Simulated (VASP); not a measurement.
Write the native input for VASP 6.6.1 that does the following.

* Task: single point
* Functional: LDA
* Potentials or basis: VASP PAW LDA potentials, release 64 (Co, O)
* Cutoff: 520 eV
* k mesh: 10 × 10 × 5
* Occupations: fermi-dirac, width 0.05 eV
* Spin: collinear spin, ferromagnetic start
* Starting moments: [2.0, 2.0, 0.0, 0.0] μB
* Dipole correction: no
* Further INCAR settings: ALGO = Normal; EDIFF = 1e-07; NBANDS = 27

The structure of CoO lies in POSCAR:

```
CoO
1.0
    3.1976457435      0.0000000000      0.0000000000
   -1.5988228718      2.7692424462      0.0000000000
    0.0000000000      0.0000000000      5.2287097100
Co O
2 2
Direct
    0.3333333333      0.6666666667      0.5033624100
    0.0000000000      0.0000000000      0.0034741400
    0.3333333333      0.6666666667      0.8715556000
    0.0000000000      0.0000000000      0.3716088500
```

The input as run:

INCAR

```
SYSTEM = CoO
PREC = Accurate ; ENCUT = 520
EDIFF = 1E-7 ; ISMEAR = -1
SIGMA = 0.05 ; LREAL = .False.
LASPH = .True. ; NELM = 150
ALGO = Normal ; ISIF = 2
LWAVE = .False. ; LCHARG = .False.
ISPIN = 2 ; MAGMOM = 2 2 0 0
LORBIT = 11 ; LMAXMIX = 4
GGA = CA ; NBANDS = 27
```

KPOINTS

```
Automatic mesh
0
Gamma
  10 10 5
  0 0 0
```

Potentials or basis: VASP PAW LDA potentials, release 64 (Co, O).

Run with:

```console
$ cat potpaw_LDA.64/Co/POTCAR potpaw_LDA.64/O/POTCAR > POTCAR
$ mpirun -np 1 vasp_std > vasp.out
```

Results of the run:

```
Pressure                                              : -16.3 GPa
Largest force                                         : 0.242 eV/Å
Net moment                                            : 5.30 μB per cell
Site moments                                          : Co +2.27; O +0.29 μB
Valence electrons inside the program's atomic spheres : Co 8.00; O 4.94
```

Caveat: the cell stands under tension.

Wall time 3.7 min on 1 thread of Intel Xeon 8259CL (shared host), peak memory 0.22 GiB.
